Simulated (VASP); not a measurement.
# CoO (Fm-3m) in VASP: a series of runs

CoO is run at these levels: PBE+U; tasks: single point.

Everything below comes from runs of VASP 6.6.1. Logs are shortened: lines on timing, memory, paths and dates and some standing lists are left out, and cuts for length are marked.

## Step 1: The cell of the first run

Symmetry: Fm-3m, No. 225, cubic system. Conventional cell: a = 4.263 Å, b = 4.263 Å, c = 4.263 Å, α = 90.00°, β = 90.00°, γ = 90.00°. Within 2.8 Å of Co (site symmetry m-3m) lie 6 O at 2.13 Å. O (site symmetry m-3m) has 6 Co at 2.13 Å within 2.8 Å.

## Step 2: Single point, PBE+U, collinear spin, antiferromagnetic start

Contents of INCAR:

```
PREC     = Accurate       # precision mode
ENCUT    = 700            # plane-wave cutoff, eV
EDIFF    = 1E-6           # SCF threshold, eV
ISMEAR   = 0              # smearing method
SIGMA    = 0.05           # smearing width, eV
LREAL    = False          # projectors in reciprocal space
LASPH    = True           # aspherical terms in the spheres
NELM     = 200            # most SCF steps
ALGO     = Normal         # electronic algorithm
ISIF     = 2              # what is computed and relaxed
LWAVE    = False          # write WAVECAR
LCHARG   = True           # write CHGCAR
ISPIN    = 2              # spin polarisation
MAGMOM   = 3 -3 0 0       # initial moments
LORBIT   = 11             # projections on sites
LMAXMIX  = 4              # l up to which the mixer works
LDAU     = True           # DFT+U
LDAUTYPE = 2            
LDAUL    = 2 -1           # shell
LDAUU    = 3.3 0          # U, eV
LDAUJ    = 0 0          
LDAUPRINT= 1            
GGA      = PE             # functional
LELF     = True           # ELF
LVHAR    = True         
NBANDS   = 35             # bands
GGA_COMPAT= False
```

Contents of KPOINTS:

```
regular mesh
0
Gamma
  10 10 5
```

Contents of POSCAR:

```
CoO
1.0
    0.0000000000      2.1315016559      2.1315016559
    2.1315016559      0.0000000000      2.1315016559
    4.2630033118      4.2630033118      0.0000000000
Co O
2 2
Direct
    0.0000000000      0.0000000000      0.0000000000
    0.0000000000      0.0000000000      0.5000000000
    0.5000000000      0.5000000000      0.2500000000
    0.5000000000      0.5000000000      0.7500000000
```

Potentials or basis: VASP PAW PBE potentials, release 64 (Co_sv, O).

Started as:

```console
cat potpaw_PBE.64/Co_sv/POTCAR potpaw_PBE.64/O/POTCAR > POTCAR
mpirun -np 1 vasp_std > vasp.out
```

OUTCAR:

```text
PREC = Accurate
   ENCUT = 700
   EDIFF = 1E-6
   ISMEAR = 0
   LREAL = False
   LASPH = True
   NELM = 200
   ISIF = 2
   ISPIN = 2
   LORBIT = 11
   GGA = PE

 ion  position               nearest neighbor table
   1  0.000  0.000  0.000-   4 2.13   3 2.13   4 2.13   3 2.13   4 2.13   3 2.13
   2  0.000  0.000  0.500-   3 2.13   3 2.13   4 2.13   3 2.13   4 2.13   4 2.13
   3  0.500  0.500  0.250-   1 2.13   1 2.13   2 2.13   1 2.13   2 2.13   2 2.13
   4  0.500  0.500  0.750-   2 2.13   1 2.13   2 2.13   1 2.13   2 2.13   1 2.13

  LATTYP: Found a trigonal (rhomboedric) cell.
 ALAT       =     5.2210914429
 COS(alpha) =     0.8333333333

  Lattice vectors:

 A1 = (   4.2630033118,   2.1315016559,  -2.1315016559)
 A2 = (   2.1315016559,   2.1315016559,  -4.2630033118)
 A3 = (   2.1315016559,   4.2630033118,  -2.1315016559)

Analysis of symmetry for initial positions (statically):
=====================================================================
 Subroutine PRICEL returns following result:

  LATTYP: Found a face centered cubic cell.
 ALAT       =     4.2630033118
[... 12 lines left out ...]
 Subroutine GETGRP returns: Found 12 space group operations
 (whereof 12 operations were pure point group operations)
 out of a pool of 12 trial point group operations.

The static configuration has the point symmetry D_3d.

Analysis of symmetry for dynamics (positions and initial velocities):
=====================================================================
 Subroutine PRICEL returns following result:

  LATTYP: Found a face centered cubic cell.
 ALAT       =     4.2630033118
[... 12 lines left out ...]
 Subroutine GETGRP returns: Found 12 space group operations
 (whereof 12 operations were pure point group operations)
 out of a pool of 12 trial point group operations.

The dynamic configuration has the point symmetry D_3d.

Analysis of structural, dynamic, and magnetic symmetry:
=====================================================================
 Subroutine PRICEL returns following result:

  LATTYP: Found a face centered cubic cell.
 ALAT       =     4.2630033118
[... 12 lines left out ...]
 Subroutine GETGRP returns: Found 12 space group operations
 (whereof 12 operations were pure point group operations)
 out of a pool of 12 trial point group operations.

The overall configuration has the point symmetry D_3d.

 Subroutine INISYM returns: Found 12 space group operations
 (whereof 12 operations are pure point group operations),
 and found     2 'primitive' translations

----------------------------------------------------------------------------------------

                                     Primitive cell

  volume of cell :      19.3681

  direct lattice vectors                    reciprocal lattice vectors
     0.000000000  2.131501656  2.131501656    -0.234576407  0.234576407  0.234576407
     2.131501656  0.000000000  2.131501656     0.234576407 -0.234576407  0.234576407
     2.131501656  2.131501656  0.000000000     0.234576407  0.234576407 -0.234576407

  length of vectors
     3.014398550  3.014398550  3.014398550     0.406298255  0.406298255  0.406298255

  position of ions in fractional coordinates (direct lattice)
     0.000000000  0.000000000  0.000000000
     0.500000000  0.500000000  0.500000000

  ion indices of the primitive-cell ions
   primitive index   ion index
                 1           1
                 2           3

----------------------------------------------------------------------------------------

 KPOINTS: regular mesh

Automatic generation of k-mesh.
 Grid dimensions read from file:
 generate k-points for:   10   10    5

[... 111 lines left out ...]
   GGA     = PE    functional components
   LHFCALC =     F    Hartree Fock is set to
   AEXX    =    0.0000 exact exchange contribution
   IVDW    =     0    specifies the selected vdW correction
   LEPSILON=     F    determine dielectric tensor
   LRPA    =     F    only Hartree local field effects (RPA)
 spin polarized calculation
 Gauss-broadening in eV      SIGMA  =   0.05
  energy-cutoff  :      700.00
  volume of cell :       38.74
 maximum number of plane-waves:      1665
 NGX is ok and might be reduce to    28

 number of electron      46.0000008 magnetization       0.0000000

atom =   1  type =  1  l = 2

 onsite density matrix

spin component  1

  0.9243  0.0003  0.0000  0.0003 -0.0000
  0.0003  0.9243  0.0000 -0.0003 -0.0000
  0.0000  0.0000  0.9471  0.0000 -0.0000
  0.0003 -0.0003  0.0000  0.9243  0.0000
 -0.0000 -0.0000 -0.0000  0.0000  0.9471

spin component  2

  0.6049 -0.0179 -0.0263 -0.0179 -0.0000
 -0.0179  0.6049 -0.0131  0.0179  0.0228
 -0.0263 -0.0131  0.1143 -0.0131  0.0000
 -0.0179  0.0179 -0.0131  0.6049 -0.0228
 -0.0000  0.0228  0.0000 -0.0228  0.1143

 occupancies and eigenvectors

  o =  0.1121  v =  0.0000  0.0000  0.0000  0.0000  0.0000 -0.0003 -0.0480 -0.0059  0.0476  0.9977      0.0000  0.0000  0.0000  0.0000  0.0000  0.0000  0.0000  0.0000  0.0000  0.0000
  o =  0.1121  v =  0.0000  0.0000  0.0000  0.0000  0.0000 -0.0552 -0.0273 -0.9977 -0.0279 -0.0059      0.0000  0.0000  0.0000  0.0000  0.0000  0.0000  0.0000  0.0000  0.0000  0.0000
  o =  0.5891  v =  0.0000  0.0000  0.0000  0.0000  0.0000 -0.4750  0.3357  0.0394 -0.8106  0.0549      0.0000  0.0000  0.0000  0.0000  0.0000  0.0000  0.0000  0.0000  0.0000  0.0000
  o =  0.5891  v =  0.0000  0.0000  0.0000  0.0000  0.0000 -0.6618 -0.7423  0.0549  0.0804 -0.0394      0.0000  0.0000  0.0000  0.0000  0.0000  0.0000  0.0000  0.0000  0.0000  0.0000
  o =  0.6406  v =  0.0000  0.0000  0.0000  0.0000  0.0000 -0.5774  0.5774 -0.0000  0.5774  0.0000      0.0000  0.0000  0.0000  0.0000  0.0000  0.0000  0.0000  0.0000  0.0000  0.0000
  o =  0.9238  v =  0.5774 -0.5774  0.0000 -0.5774 -0.0000  0.0000  0.0000  0.0000  0.0000  0.0000      0.0000  0.0000  0.0000  0.0000  0.0000  0.0000  0.0000  0.0000  0.0000  0.0000
  o =  0.9246  v = -0.4600 -0.8142  0.0014  0.3542 -0.0020  0.0000  0.0000  0.0000  0.0000  0.0000      0.0000  0.0000  0.0000  0.0000  0.0000  0.0000  0.0000  0.0000  0.0000  0.0000
  o =  0.9246  v = -0.6746  0.0611  0.0020 -0.7357  0.0014  0.0000  0.0000  0.0000  0.0000  0.0000      0.0000  0.0000  0.0000  0.0000  0.0000  0.0000  0.0000  0.0000  0.0000  0.0000
  o =  0.9471  v = -0.0020 -0.0010 -1.0000 -0.0010  0.0000  0.0000  0.0000  0.0000  0.0000  0.0000      0.0000  0.0000  0.0000  0.0000  0.0000  0.0000  0.0000  0.0000  0.0000  0.0000
  o =  0.9471  v = -0.0000 -0.0018  0.0000  0.0018  1.0000  0.0000  0.0000  0.0000  0.0000  0.0000      0.0000  0.0000  0.0000  0.0000  0.0000  0.0000  0.0000  0.0000  0.0000  0.0000

atom =   2  type =  1  l = 2

 onsite density matrix

spin component  1

  0.6049 -0.0179 -0.0263 -0.0179 -0.0000
 -0.0179  0.6049 -0.0131  0.0179  0.0228
 -0.0263 -0.0131  0.1143 -0.0131 -0.0000
 -0.0179  0.0179 -0.0131  0.6049 -0.0228
 -0.0000  0.0228 -0.0000 -0.0228  0.1143

spin component  2

  0.9243  0.0003  0.0000  0.0003 -0.0000
  0.0003  0.9243  0.0000 -0.0003 -0.0000
  0.0000  0.0000  0.9471  0.0000 -0.0000
  0.0003 -0.0003  0.0000  0.9243  0.0000
 -0.0000 -0.0000 -0.0000  0.0000  0.9471

 occupancies and eigenvectors

  o =  0.1121  v =  0.0011 -0.0472  0.0202  0.0484  0.9975  0.0000  0.0000  0.0000  0.0000  0.0000      0.0000  0.0000  0.0000  0.0000  0.0000  0.0000  0.0000  0.0000  0.0000  0.0000
  o =  0.1121  v = -0.0552 -0.0286 -0.9975 -0.0266  0.0202  0.0000  0.0000  0.0000  0.0000  0.0000      0.0000  0.0000  0.0000  0.0000  0.0000  0.0000  0.0000  0.0000  0.0000  0.0000
  o =  0.5891  v = -0.1400  0.6250  0.0116 -0.7650  0.0666  0.0000  0.0000  0.0000  0.0000  0.0000      0.0000  0.0000  0.0000  0.0000  0.0000  0.0000  0.0000  0.0000  0.0000  0.0000
  o =  0.5891  v = -0.8025 -0.5225  0.0666 -0.2800 -0.0116  0.0000  0.0000  0.0000  0.0000  0.0000      0.0000  0.0000  0.0000  0.0000  0.0000  0.0000  0.0000  0.0000  0.0000  0.0000
  o =  0.6406  v = -0.5774  0.5774  0.0000  0.5774  0.0000  0.0000  0.0000  0.0000  0.0000  0.0000      0.0000  0.0000  0.0000  0.0000  0.0000  0.0000  0.0000  0.0000  0.0000  0.0000
  o =  0.9238  v =  0.0000  0.0000  0.0000  0.0000  0.0000  0.5774 -0.5774 -0.0000 -0.5774  0.0000      0.0000  0.0000  0.0000  0.0000  0.0000  0.0000  0.0000  0.0000  0.0000  0.0000
  o =  0.9246  v =  0.0000  0.0000  0.0000  0.0000  0.0000 -0.8161 -0.4312  0.0025 -0.3849 -0.0001      0.0000  0.0000  0.0000  0.0000  0.0000  0.0000  0.0000  0.0000  0.0000  0.0000
  o =  0.9246  v =  0.0000  0.0000  0.0000  0.0000  0.0000 -0.0267  0.6934  0.0001 -0.7201  0.0025      0.0000  0.0000  0.0000  0.0000  0.0000  0.0000  0.0000  0.0000  0.0000  0.0000
  o =  0.9471  v =  0.0000  0.0000  0.0000  0.0000  0.0000 -0.0020 -0.0010 -1.0000 -0.0010  0.0000      0.0000  0.0000  0.0000  0.0000  0.0000  0.0000  0.0000  0.0000  0.0000  0.0000
  o =  0.9471  v =  0.0000  0.0000  0.0000  0.0000  0.0000 -0.0000 -0.0018  0.0000  0.0018  1.0000      0.0000  0.0000  0.0000  0.0000  0.0000  0.0000  0.0000  0.0000  0.0000  0.0000

 number of electron      46.0000008 magnetization      -0.0000000

 Free energy of the ion-electron system (eV)
  ---------------------------------------------------
  ext. energy  EPLUGINS =         0.00000000
  ---------------------------------------------------
  free energy    TOTEN  =       -22.20150649 eV

  energy without entropy =      -22.19266520  energy(sigma->0) =      -22.19708585

 E-fermi :   8.5549     XC(G=0): -12.6558

 val. band max:        8.5525135055   @ k =   0.3000   0.2000   0.2000
 cond. band min:       8.5600422243   @ k =   0.3000   0.0000   0.0000
 fundamental gap:      0.0075287188
 Fermi energy:         8.5548615283

 spin component 1

 k-point     1 :       0.0000    0.0000    0.0000
  band No.  band energies     occupation
      1     -88.0889      1.00000
      2     -84.9138      1.00000
      3     -51.4379      1.00000
      4     -51.4379      1.00000
      5     -51.1632      1.00000
      6     -48.2833      1.00000
[... 1817 lines left out ...]
     34      24.5463      0.00000
     35      25.2923      0.00000

 [... further k-points ...]

------------------------ aborting loop because EDIFF is reached ----------------------------------------

  FORCE on cell =-STRESS in cart. coord.  units (eV):
  Direction    XX          YY          ZZ          XY          YZ          ZX
  --------------------------------------------------------------------------------------
  -------------------------------------------------------------------------------------
  Total       -0.6961593     -0.6961593     -0.6961593      0.9933719     -0.9933719     -0.9933719
  in kB      -28.7940124    -28.7940124    -28.7940124     41.0870937    -41.0870937    -41.0870937
  external PRESSURE =     -28.7940124 kB  Pullay stress =       0.0000000 kB

 VOLUME and BASIS-vectors are now :
 -----------------------------------------------------------------------------
  energy-cutoff  :      700.00
  volume of cell :       38.74
      direct lattice vectors                 reciprocal lattice vectors
     0.000000000  2.131501656  2.131501656    -0.234576407  0.234576407  0.234576407
     2.131501656  0.000000000  2.131501656     0.234576407 -0.234576407  0.234576407
     4.263003312  4.263003312  0.000000000     0.117288204  0.117288204 -0.117288204

 POSITION                                       TOTAL-FORCE (eV/Angst)
 -----------------------------------------------------------------------------------
      0.00000      0.00000      0.00000         0.000000      0.000000     -0.000000
      2.13150      2.13150      0.00000        -0.000000     -0.000000      0.000000
      2.13150      2.13150      2.13150         0.000000      0.000000      0.000000
      4.26300      4.26300      2.13150        -0.000000     -0.000000     -0.000000
 -----------------------------------------------------------------------------------
    total drift:                                0.000000      0.000000      0.000000

  FREE ENERGIE OF THE ION-ELECTRON SYSTEM (eV)
  ---------------------------------------------------
  free  energy   TOTEN  =       -22.2015064889 eV

  energy  without entropy=      -22.1926652013  energy(sigma->0) =      -22.19708585

 total charge

# of ion       s       p       d       tot
------------------------------------------
    1        2.143   6.063   6.685  14.891
    2        2.143   6.063   6.685  14.891
    3        1.551   3.446   0.000   4.996
    4        1.551   3.446   0.000   4.996
--------------------------------------------------
tot          7.388  19.017  13.369  39.774

 magnetization (x)

# of ion       s       p       d       tot
------------------------------------------
    1        0.003   0.004   2.620   2.626
    2       -0.003  -0.004  -2.620  -2.626
    3        0.000   0.000   0.000   0.000
    4        0.000   0.000   0.000   0.000
--------------------------------------------------
tot          0.000   0.000   0.000   0.000
```

Wall time 4.6 min (1 thread of Intel Xeon Platinum 8488C (Sapphire Rapids), shared host); peak memory 0.33 GiB.

Results:

* Free energy: -22.2015 eV
* Pressure: -2.9 GPa
* Band gap on the k mesh: zero (filled and empty bands overlap)
* Net moment: 0.00 μB per cell
* Site moments: Co +2.63, -2.63; O +0.00 μB
* Valence electrons inside the program's atomic spheres: Co 14.89; O 5.00

Stress tensor (GPa, compression positive):
```
-2.88  4.11 -4.11
 4.11 -2.88 -4.11
-4.11 -4.11 -2.88
```

Eigenvalues of the final occupation matrices:
```
    site  spin  trace               eigenvalues
site 1 d     1   4.67  0.92 0.92 0.92 0.95 0.95
site 1 d     2   2.04  0.11 0.11 0.59 0.59 0.64
site 2 d     1   2.04  0.11 0.11 0.59 0.59 0.64
site 2 d     2   4.67  0.92 0.92 0.92 0.95 0.95
```

## Step 3: Single point, PBE+U, collinear spin, antiferromagnetic start

This run uses another cell than the first one, of the same volume but with other edges.

Contents of INCAR:

```
SYSTEM = CoO
ALGO = Normal
EDIFF = 1E-6
ENCUT = 700
GGA = PE
GGA_COMPAT = .FALSE.
ISIF = 2
ISMEAR = 0
ISPIN = 2
LASPH = .TRUE.
LCHARG = .FALSE.
LDAU = .TRUE.
LDAUJ = 0 0
LDAUL = 2 -1
LDAUPRINT = 1
LDAUTYPE = 2
LDAUU = 3.3 0
LMAXMIX = 4
LORBIT = 11
LREAL = .FALSE.
LWAVE = .FALSE.
MAGMOM = 3 -3 0 0
NBANDS = 35
NELM = 200
PREC = Accurate
SIGMA = 0.05
```

Contents of KPOINTS:

```
k-points
0
G
  10 10 5
  0 0 0
```

Contents of POSCAR:

```
CoO
1.0
    0.0000000000      2.1315016559      2.1315016559
    4.2630033118      2.1315016559      2.1315016559
    4.2630033118      4.2630033118      0.0000000000
Co O
2 2
Direct
    0.0000000000      0.0000000000      0.0000000000
    0.0000000000      0.0000000000      0.5000000000
    0.5000000000      0.5000000000      0.0000000000
    0.5000000000      0.5000000000      0.5000000000
```

Potentials or basis: VASP PAW PBE potentials, release 64 (Co_sv, O).

Started as:

```console
cat potpaw_PBE.64/Co_sv/POTCAR potpaw_PBE.64/O/POTCAR > POTCAR
mpirun -np 1 vasp_std > vasp.out
```

It took 5.9 min on 1 thread of AMD EPYC 9R45 (Zen 5), shared host; peak memory 0.39 GiB.

Results (log left out):

| Quantity | Value |
| --- | --- |
| Free energy | -23.1609 eV |
| Pressure | 5.8 GPa |
| Band gap on the k mesh | zero (filled and empty bands overlap) |
| Net moment | 0.00 μB per cell |
| Site moments | Co +2.66, -2.66; O -0.12, +0.12 μB |
| Valence electrons inside the program's atomic spheres | Co 14.90; O 5.02 |

Stress tensor (GPa, compression positive):
```
14.64  0.00  0.00
 0.00  1.44  0.00
 0.00  0.00  1.44
```

Levels at points of the mesh, in eV from the Fermi level:
Spin up:
```csv
k point,band 21,band 22,band 23,band 24,band 25,band 26
"(0.00, 0.00, 0.00)",-2.41,-1.46,-1.46,0.03,1.20,1.38
"(0.50, 0.00, 0.00)",-1.12,-0.24,0.04,1.85,3.44,4.60
"(0.50, 0.50, 0.00)",-3.63,-1.64,-1.64,1.77,2.12,2.93
```
Spin down:
| k point | band 19 | band 20 | band 21 | band 22 | band 23 | band 24 | band 25 | band 26 | band 27 | band 28 |
| --- | --- | --- | --- | --- | --- | --- | --- | --- | --- | --- |
| (0.00, 0.00, 0.00) | -2.56 | -2.56 | -2.41 | -1.46 | -1.46 | 0.03 | 1.20 | 1.38 | 2.78 | 6.35 |
| (0.50, 0.00, 0.00) | -2.26 | -1.75 | -1.12 | -0.24 | 0.04 | 1.85 | 3.44 | 4.60 | 5.17 | 5.43 |
| (0.50, 0.50, 0.00) | -3.75 | -3.69 | -3.63 | -1.64 | -1.64 | 1.77 | 2.12 | 2.93 | 5.95 | 6.82 |

Eigenvalues of the final occupation matrices:
```csv
site,spin,trace,eigenvalues
site 1 d,1,4.68,0.92 0.92 0.93 0.95 0.96
site 1 d,2,2.04,0.03 0.08 0.11 0.91 0.91
site 2 d,1,2.04,0.03 0.08 0.11 0.91 0.91
site 2 d,2,4.68,0.92 0.92 0.93 0.95 0.96
```

Caveat: the stress differs along the axes, from 1 to 15 GPa. The state reached can hang on the start; a lower one may exist.

The gap in the log of VASP goes by the Fermi energy; the results here count the filled bands.